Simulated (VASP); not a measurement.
# Fe (Fmmm) in VASP: notebook, part 2 of 2

VASP 6.6.1. The steps go on from the part before.

**5. Single point, LDA, collinear spin, ferrimagnetic start**

INCAR reads:

```
PREC     = Accurate       # precision mode
ENCUT    = 600            # plane-wave cutoff, eV
EDIFF    = 1E-6           # SCF threshold, eV
ISMEAR   = -1             # smearing method
SIGMA    = 0.08           # smearing width, eV
LREAL    = False          # projectors in reciprocal space
LASPH    = True           # aspherical terms in the spheres
NELM     = 200            # most SCF steps
ALGO     = Normal         # electronic algorithm
ISIF     = 2              # what is computed and relaxed
LWAVE    = False          # write WAVECAR
LCHARG   = False          # write CHGCAR
ISPIN    = 2              # spin polarisation
MAGMOM   = -1.05 1.75     # initial moments
LORBIT   = 11             # projections on sites
NUPDOWN  = 0.7            # fixed moment
LMAXMIX  = 4              # l up to which the mixer works
NBANDS   = 19             # bands
GGA_COMPAT= False
```

KPOINTS reads:

```
regular mesh
0
Gamma
  13 13 9
```

POSCAR reads:

```
Fe
1.0
    1.7000753688     -1.7262356591      0.0000000000
    1.7000753688      1.7262356591      0.0000000000
    0.0000000000      0.0000000000      3.7097032485
Fe
2
Direct
    0.5000000000      0.5000000000      0.5000000000
    0.0000000000      0.0000000000      0.0000000000
```

Potentials or basis: VASP PAW LDA potentials, release 64 (Fe).

Run with:

```bash
cat potpaw_LDA.64/Fe/POTCAR > POTCAR
mpirun -np 1 vasp_std > vasp.out
```

OUTCAR:

```text
PREC = Accurate
   ENCUT = 600
   EDIFF = 1E-6
   ISMEAR = -1
   LREAL = False
   LASPH = True
   NELM = 200
   ISIF = 2
   ISPIN = 2
   LORBIT = 11
   NUPDOWN = 0.7

 ion  position               nearest neighbor table
   1  0.500  0.500  0.500-   2 2.52   2 2.52   2 2.52   2 2.52   2 2.53   2 2.53   2 2.53   2 2.53

   2  0.000  0.000  0.000-   1 2.52   1 2.52   1 2.52   1 2.52   1 2.53   1 2.53   1 2.53   1 2.53

  LATTYP: Found a base centered orthorhombic cell.
 ALAT       =     3.4001507376
 B/A-ratio  =     1.0153877239
 C/A-ratio  =     1.0910408199

  Lattice vectors:

 A1 = (   1.7000753688,  -1.7262356591,   0.0000000000)
 A2 = (   1.7000753688,   1.7262356591,   0.0000000000)
 A3 = (   0.0000000000,   0.0000000000,   3.7097032485)

Analysis of symmetry for initial positions (statically):
=====================================================================
 Subroutine PRICEL returns following result:

  LATTYP: Found a face centered orthorhombic cell.
 ALAT       =     3.4001507376
 B/A-ratio  =     1.0153877239
 C/A-ratio  =     1.0910408199

  Lattice vectors:

 A1 = (   0.0000000000,  -1.7262356591,  -1.8548516242)
 A2 = (   1.7000753688,   0.0000000000,  -1.8548516242)
 A3 = (   1.7000753688,  -1.7262356591,   0.0000000000)

   2 primitive cells build up your supercell.

 Routine SETGRP: Setting up the symmetry group for a
 base centered orthorhombic supercell.

 Subroutine GETGRP returns: Found  8 space group operations
 (whereof  8 operations were pure point group operations)
 out of a pool of  8 trial point group operations.

The static configuration has the point symmetry D_2h.

Analysis of symmetry for dynamics (positions and initial velocities):
=====================================================================
 Subroutine PRICEL returns following result:
[... 163 lines left out ...]
   IVDW    =     0    specifies the selected vdW correction
   LEPSILON=     F    determine dielectric tensor
   LRPA    =     F    only Hartree local field effects (RPA)
 spin polarized calculation
  energy-cutoff  :      600.00
  volume of cell :       21.77
 maximum number of plane-waves:       740
   NGX =  9   NGY =  9   NGZ = 15

 number of electron      15.9999997 magnetization       0.7000000

 Free energy of the ion-electron system (eV)
  ---------------------------------------------------
  ext. energy  EPLUGINS =         0.00000000
  ---------------------------------------------------
  free energy    TOTEN  =       -18.38583238 eV

  energy without entropy =      -18.32050788  energy(sigma->0) =      -18.35317013

 E-fermi :   6.0544     XC(G=0): -13.6823

 val. band max:        6.2129913924   @ k =  -0.4615   0.4615   0.1111
 cond. band min:       6.0559343754   @ k =   0.0769   0.0769   0.4444
 fundamental gap:     -0.1570570170
 Fermi energy:         6.2150957338

 spin component 1

 k-point     1 :       0.0000    0.0000    0.0000
  band No.  band energies     occupation
      1      -2.4967      1.00000
      2       1.2557      1.00000
      3       2.0180      1.00000
      4       4.0792      1.00000
      5       4.4330      1.00000
      6       4.5209      1.00000
[... 517 lines left out ...]
     18      26.5439      0.00000
     19      32.1543      0.00000

 [... further k-points ...]

 spin component 2

 k-point     1 :       0.0000    0.0000    0.0000
  band No.  band energies     occupation
      1      -2.4233      1.00000
      2       1.5542      1.00000
      3       2.2957      1.00000
      4       4.3206      1.00000
      5       4.7455      1.00000
      6       4.8375      1.00000
[... 517 lines left out ...]
     18      26.6639      0.00000
     19      32.2451      0.00000

 [... further k-points ...]
[... 5 lines left out ...]
  --------------------------------------------------------------------------------------
  -------------------------------------------------------------------------------------
  Total       -2.7255983     -2.9755615     -4.1380787      0.0000000      0.0000000      0.0000000
  in kB     -200.5557003   -218.9485573   -304.4892103      0.0000000      0.0000000      0.0000000
  external PRESSURE =    -241.3311560 kB  Pullay stress =       0.0000000 kB

 VOLUME and BASIS-vectors are now :
 -----------------------------------------------------------------------------
  energy-cutoff  :      600.00
  volume of cell :       21.77
      direct lattice vectors                 reciprocal lattice vectors
     1.700075369 -1.726235659  0.000000000     0.294104608 -0.289647591  0.000000000
     1.700075369  1.726235659  0.000000000     0.294104608  0.289647591  0.000000000
     0.000000000  0.000000000  3.709703248     0.000000000  0.000000000  0.269563341

 POSITION                                       TOTAL-FORCE (eV/Angst)
 -----------------------------------------------------------------------------------
      1.70008      0.00000      1.85485        -0.000000     -0.000000      0.000000
      0.00000      0.00000      0.00000         0.000000      0.000000      0.000000
 -----------------------------------------------------------------------------------
    total drift:                                0.000000      0.000000      0.000000

  FREE ENERGIE OF THE ION-ELECTRON SYSTEM (eV)
  ---------------------------------------------------
  free  energy   TOTEN  =       -18.3858323758 eV

  energy  without entropy=      -18.3205078775  energy(sigma->0) =      -18.35317013

 total charge

# of ion       s       p       d       tot
------------------------------------------
    1        0.509   0.571   6.295   7.375
    2        0.510   0.578   6.264   7.353
--------------------------------------------------
tot          1.019   1.149  12.559  14.728

 magnetization (x)

# of ion       s       p       d       tot
------------------------------------------
    1       -0.013  -0.026  -0.816  -0.855
    2        0.010   0.025   1.507   1.541
--------------------------------------------------
tot         -0.003  -0.001   0.691   0.686
```

OSZICAR:

```text
N       E                     dE             d eps       ncg     rms          rms(c)
DAV:   1     0.803096423518E+02    0.80310E+02   -0.74946E+03 20204   0.122E+03
DAV:   2    -0.174078782473E+02   -0.97718E+02   -0.85906E+02 18710   0.216E+02
DAV:   3    -0.215362515320E+02   -0.41284E+01   -0.38497E+01 20400   0.576E+01
DAV:   4    -0.215731862172E+02   -0.36935E-01   -0.36899E-01 20992   0.512E+00
DAV:   5    -0.215736272661E+02   -0.44105E-03   -0.44103E-03 21178   0.516E-01    0.168E+01
DAV:   6    -0.188732156823E+02    0.27004E+01   -0.86967E+00 20443   0.670E+01    0.941E+00
DAV:   7    -0.240390915898E+02   -0.51659E+01   -0.10795E+01 24397   0.796E+01    0.306E+01
DAV:   8    -0.184036194854E+02    0.56355E+01   -0.45901E+00 24507   0.491E+01    0.310E+00
DAV:   9    -0.183878355837E+02    0.15784E-01   -0.12801E-01 23814   0.373E+00    0.993E-01
DAV:  10    -0.183815723026E+02    0.62633E-02   -0.50483E-03 29598   0.119E+00    0.711E-01
DAV:  11    -0.183820077475E+02   -0.43544E-03   -0.94099E-03 27690   0.221E+00    0.423E-01
DAV:  12    -0.183844745988E+02   -0.24669E-02   -0.40575E-03 31252   0.131E+00    0.295E-01
DAV:  13    -0.183856927317E+02   -0.12181E-02   -0.30795E-03 30125   0.119E+00    0.184E-01
DAV:  14    -0.183858308929E+02   -0.13816E-03   -0.78481E-04 32622   0.580E-01    0.817E-02
DAV:  15    -0.183858316235E+02   -0.73056E-06   -0.35991E-05 26000   0.711E-02    0.272E-02
DAV:  16    -0.183858323758E+02   -0.75231E-06   -0.65096E-07 12104   0.149E-02
   1 F= -.18385832E+02 E0= -.18353170E+02  d E =-.653245E-01  mag=     0.7000
```

stdout:

```text
POSCAR found type information on POSCAR Fe
 POSCAR found :  1 types and       2 ions
 scaLAPACK will be used
 LDA part: xc-table for (Slater(with rela. corr.)+CA(PZ))
 , standard interpolation
 POSCAR, INCAR and KPOINTS ok, starting setup
 FFT: planning ... GRIDC
 FFT: planning ... GRID_SOFT
 FFT: planning ... GRID
 WAVECAR not read
 entering main loop
```

Wall time 2.7 min (1 thread of Oxide Virtual Turin-like, shared host); peak memory 0.23 GiB.

What came out:

* Free energy: -18.3858 eV
* Pressure: -24.1 GPa
* Net moment: 0.70 μB per cell
* Site moments: Fe -0.85, +1.54 μB
* Valence electrons inside the program's atomic spheres: Fe 7.38, 7.35

Caveat: the stress differs along the axes, from -30 to -20 GPa; the total moment is fixed, so each spin has its own Fermi level and the state may be an excited one.

**6. Single point, LDA, collinear spin, ferrimagnetic start**

INCAR reads:

```
SYSTEM = Fe
ALGO = Normal
EDIFF = 1E-6
ENCUT = 600
GGA_COMPAT = .FALSE.
ISIF = 2
ISMEAR = -1
ISPIN = 2
LASPH = .TRUE.
LCHARG = .FALSE.
LMAXMIX = 4
LORBIT = 11
LREAL = .FALSE.
LWAVE = .FALSE.
MAGMOM = -0.9 1.9
NBANDS = 19
NELM = 200
NUPDOWN = 1.0
PREC = Accurate
SIGMA = 0.08
```

KPOINTS reads:

```
k-points
0
G
  13 13 9
  0 0 0
```

POSCAR is that of step 5.

Potentials or basis: VASP PAW LDA potentials, release 64 (Fe).

Run with:

```bash
cat potpaw_LDA.64/Fe/POTCAR > POTCAR
mpirun -np 1 vasp_std > vasp.out
```

Run time: 2.6 min. Hardware: 1 thread of Oxide Virtual Turin-like, shared host; peak memory 0.23 GiB.

Results (log left out):

```
Free energy                                           : -18.3604 eV
Pressure                                              : -25.3 GPa
Net moment                                            : 1.00 μB per cell
Site moments                                          : Fe -0.53, +1.51 μB
Valence electrons inside the program's atomic spheres : Fe 7.38, 7.35
```

Stress tensor (GPa, compression positive):
```
-20.68   0.00   0.00
  0.00 -22.67   0.00
  0.00   0.00 -32.57
```

Caveat: the stress differs along the axes, from -33 to -21 GPa; the total moment is fixed, so each spin has its own Fermi level and the state may be an excited one.

**7. Summary**

| spin | fixed moment (μB) | cutoff (eV) | pressure (GPa) | moment (μB) |
| --- | --- | --- | --- | --- |
| collinear, antiferromagnetic start | 0.0 | 520 | -23.5 | 0.00 |
| collinear, ferrimagnetic start | 0.4 | 600 | -23.7 | 0.40 |
| collinear, ferrimagnetic start | 0.7 | 600 | -24.1 | 0.70 |
| collinear, ferrimagnetic start | 1.0 | 600 | -25.3 | 1.00 |

Alike in all rows: task single point; level LDA; potentials or basis VASP PAW LDA potentials, release 64 (Fe); cell as given; k mesh 13 × 13 × 9; smearing fermi-dirac 0.08 eV.

Caveats: the total moment is fixed, so each spin has its own Fermi level and the state may be an excited one (at least some runs); the stress differs along the axes, from -28 to -20 GPa (at least some runs); the total moment is fixed, so each spin has its own Fermi level (at least some runs); the stress differs along the axes, from -29 to -20 GPa (at least some runs); the stress differs along the axes, from -30 to -20 GPa (at least some runs); the stress differs along the axes, from -33 to -21 GPa (at least some runs).

Total energies depend on the potentials used, so only differences within one code and one set of settings carry meaning.
